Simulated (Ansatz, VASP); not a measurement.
# InTe4 in VASP and in Ansatz

```
In Te
1.0
     5.84805    0.00000    0.00000
     0.00000    5.84805    0.00000
     0.00000    0.00000    5.84805
In Te
1 4
Cartesian
  0.0000 0.0000 0.0000
  0.0000 2.9240 2.9240
  2.9240 0.0000 2.9240
  2.9240 2.9240 0.0000
  2.9240 2.9240 2.9240
```

Alike in both runs: functional PBE; k mesh 6 × 6 × 6; occupations gaussian, width 0.1 eV; no spin polarisation.

Ansatz relaxed the structure, and its values are those at the end. VASP's run is a single point on that final structure, the one shown.

```csv
,VASP,Ansatz
version,VASP 6.6.1,Ansatz 0.2.0
potentials or method,"VASP PAW PBE potentials, release 64 (In_d, Te), cutoff 520 eV","scalar-relativistic, plane waves, PAW"
valence electrons in the cell,37,77
```

Ansatz gave:

- gap on the k mesh at the Fermi level (eV): none
- pressure (GPa): 0.0

**Question.** What did VASP give for the same quantities?

**Answer.** gap on the k mesh at the Fermi level (eV): none; pressure (GPa): -0.1.

A gap of «none» marks a metal or a gap that the smearing closes. With one functional, cell and mesh, what is left measures potentials, basis and numerics. VASP's potentials hold 37 valence electrons a cell and Ansatz's 77, so a difference there can come from the potentials and not from the codes.

Spin-orbit coupling is off throughout.
